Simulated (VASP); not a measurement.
# HgTe: single point with PBE

System: HgTe, a wire with vacuum.

```
CELL_PARAMETERS angstrom
9.00000 0.00000 0.00000
0.00000 9.30000 0.00000
0.00000 0.00000 5.39057
ATOMIC_POSITIONS crystal
Hg 0.50000 0.50000 0.00000
Te 0.50000 0.50000 0.50000
```

```yaml
Program: VASP 6.6.1
Task: single point
Functional: PBE
Potentials_or_basis: VASP PAW PBE potentials, release 64 (Hg, Te)
Cutoff: 520 eV
k_mesh: 1 × 1 × 13
Occupations: gaussian, width 0.05 eV
Spin: collinear spin
Starting_moments: "[0.5, 0.5] μB"
Dipole_correction: no
Further_INCAR_settings: ALGO = Normal; EDIFF = 1e-07; NBANDS = 20
```

```json
{
 "Net moment": "0.46 μB per cell",
 "Site moments": "Hg +0.01; Te +0.23 μB",
 "Valence electrons inside the program's atomic spheres": "Hg 10.45; Te 3.33"
}
```

Levels at points of the mesh, in eV from the Fermi level:
Spin up:
| k point | band 7 | band 8 | band 9 | band 10 | band 11 | band 12 |
| --- | --- | --- | --- | --- | --- | --- |
| (0.00, 0.00, 0.00) | -2.32 | -1.51 | -0.88 | -0.88 | 4.46 | 4.94 |
Spin down:
```tsv
k point	band 6	band 7	band 8	band 9	band 10	band 11	band 12	band 13
(0.00, 0.00, 0.00)	-5.91	-2.22	-1.48	-0.58	-0.58	4.50	5.00	5.03
```

Run time: 110 s on 1 thread of Intel(R) Xeon(R) 6975P-C (Granite Rapids) (shared host), peak memory 0.65 GiB.

Caveat: spin-orbit coupling is left out, which moves the levels of the heavy elements.
